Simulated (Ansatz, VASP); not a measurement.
**Two plane-wave programs on Nb16N**

```
Nb N
1.0
     6.60000    0.00000    0.00000
     0.00000    6.60000    0.00000
     0.00000    0.00000    6.60000
Nb N
16 1
Direct
  0.00690 0.99959 0.04469
  0.50687 0.99960 0.00181
  0.00690 0.49960 0.00181
  0.00687 0.99964 0.45643
  0.26534 0.25802 0.25055
  0.50694 0.49960 0.99692
  0.50686 0.99961 0.49930
  0.74850 0.25804 0.25051
  0.00688 0.49960 0.49929
  0.26533 0.74118 0.25058
  0.25144 0.24409 0.75057
  0.50695 0.49960 0.50420
  0.74850 0.74118 0.25055
  0.76238 0.24406 0.75054
  0.25140 0.75509 0.75057
  0.76239 0.75515 0.75055
  0.00699 0.99962 0.75055
```

Alike in both runs: functional PBE; k mesh 3 × 3 × 3; occupations gaussian, width 0.15 eV; no spin polarisation.

Ansatz relaxed the structure, and its values are those at the end. VASP's run is a single point on that final structure, the one shown.

|  | VASP | Ansatz |
| --- | --- | --- |
| version | VASP 6.6.1 | Ansatz 0.2.0 |
| potentials or method | VASP PAW PBE potentials, release 64 (Nb_sv, N), cutoff 520 eV | scalar-relativistic, plane waves, PAW |
| valence electrons in the cell | 213 | 213 |

```csv
,VASP,Ansatz,Ansatz less VASP
rms of the force components (eV/Å),0.008,0.004,-0.0040
```
